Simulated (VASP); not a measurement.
TaBi, 2 atoms in the cell. The structure is cubic, space group Fm-3m (No. 225). Conventional cell: a = 5.743 Å, b = 5.743 Å, c = 5.743 Å, α = 90.00°, β = 90.00°, γ = 90.00°. Ta (site symmetry m-3m) has 6 Bi at 2.87 Å within 3.8 Å. Within 3.8 Å of Bi (site symmetry m-3m) lie 6 Ta at 2.87 Å. 

* Program: VASP 6.6.1
* Task: single point
* Functional: PBEsol
* Potentials or basis: VASP PAW PBE potentials, release 64 (Ta_pv, Bi_d)
* Cutoff: 520 eV
* k mesh: 10 × 10 × 10
* Occupations: gaussian, width 0.05 eV
* Spin: no spin polarisation
* Dipole correction: no
* k mesh for the DOS: 15 × 15 × 15
* Occupations for the DOS: tetrahedron
* Further INCAR settings: ALGO = Normal; EDIFF = 1e-06; NBANDS = 20

Potentials or basis: VASP PAW PBE potentials, release 64 (Ta_pv, Bi_d).

Command:

```bash
$ cat potpaw_PBE.64/Ta_pv/POTCAR potpaw_PBE.64/Bi_d/POTCAR > POTCAR
$ cp INCAR.step1 INCAR
$ cp KPOINTS.step1 KPOINTS
$ mpirun -np 1 vasp_std > vasp.out
$ cp INCAR.step2 INCAR
$ cp KPOINTS.step2 KPOINTS
$ mpirun -np 1 vasp_std > vasp.out
```

Hardware: 1 thread of Intel Xeon 8259CL, with other jobs on the host.

Task: How long does it take, and how much memory?

Result: It took 2.6 min on 1 thread of Intel Xeon 8259CL (shared host), peak memory 0.25 GiB. Counts: k points 120.
